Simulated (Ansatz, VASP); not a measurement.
## FePt: VASP beside Ansatz

INCAR

```
  ALGO = Normal
  EDIFF = 1E-7
  EDIFFG = -0.01
  ENCUT = 600
  GGA = PE
  GGA_COMPAT = False
  IBRION = 2
  ISIF = 3
  ISMEAR = 0
  ISPIN = 2
  KPAR = 4
  LASPH = True
  LCHARG = False
  LMAXMIX = 4
  LORBIT = 11
  LREAL = False
  LWAVE = False
  MAGMOM = 3.25 0.43
  NELM = 200
  NELMIN = 4
  NSW = 100
  PREC = Accurate
  SIGMA = 0.1
```

The input KPOINTS:

```
k-points
0
Gamma
  20 20 14
```

The input POSCAR:

```
FePt
1.0
    2.7263731333      0.0000000000      0.0000000000
    0.0000000000      2.7263731333      0.0000000000
    0.0000000000      0.0000000000      3.7633107157
Fe Pt
1 1
Direct
    0.5000000000      0.5000000000      0.5000000000
    0.0000000000      0.0000000000      0.0000000000
```

Input for Ansatz:

```yaml
crystal:
  lattice:
    - [2.7263731333, 0.0, 0.0]
    - [0.0, 2.7263731333, 0.0]
    - [0.0, 0.0, 3.7633107157]
  atoms:
    - { symbol: Fe, position: [0.5, 0.5, 0.5], spin: 3.25 }
    - { symbol: Pt, position: [0.0, 0.0, 0.0], spin: 0.43 }
basis:
  ecutwfc: 420
kpoints:
  mp_grid: { grid: [20, 20, 14] }
hamiltonian:
  xc: pbe
scf:
  occupations: { method: gaussian, width: 0.1 }
output:
  forces: true
  stress: true
  eigenvalues: true
  populations: true
  write_density: true
  write_potential: true
  elf: true
  volumetric_format: npy
magnetization:
  spin_polarized: true
relax:
  adjacent_minimum: "off"
  f_tol: 0.01
  max_steps: 80
  cell: { stress_tol: 0.05 }
```

Alike in both runs: task relaxation of cell and atoms; functional PBE; k mesh 20 × 20 × 14; occupations gaussian, width 0.1 eV; collinear spin.

|  | VASP | Ansatz |
| --- | --- | --- |
| version | VASP 6.6.1 | Ansatz 0.2.0 |
| potentials or method | VASP PAW PBE potentials, release 64 (Fe, Pt), cutoff 600 eV | scalar-relativistic, plane waves, PAW |
| valence electrons in the cell | 18 | 34 |

```csv
,VASP,Ansatz,Ansatz less VASP
"gap on the k mesh at the Fermi level, each at its own relaxed structure (eV)",none,none,-
net moment per atom (μB),1.64,1.65,+0.005
size of the moment on the site where the two differ most (μB),0.33,0.38,+0.057
relaxed volume (Å³/atom),13.99,14.02,+0.028
relaxed cell length with the largest relative difference (Å),2.727,2.729,+0.0022
```

Site moments also hang on the region over which each program counts them. A gap of «none» marks a metal or a gap that the smearing closes. VASP's potentials hold 18 valence electrons a cell and Ansatz's 34, so a difference there can come from the potentials and not from the codes.

Neither program's run includes spin-orbit coupling.
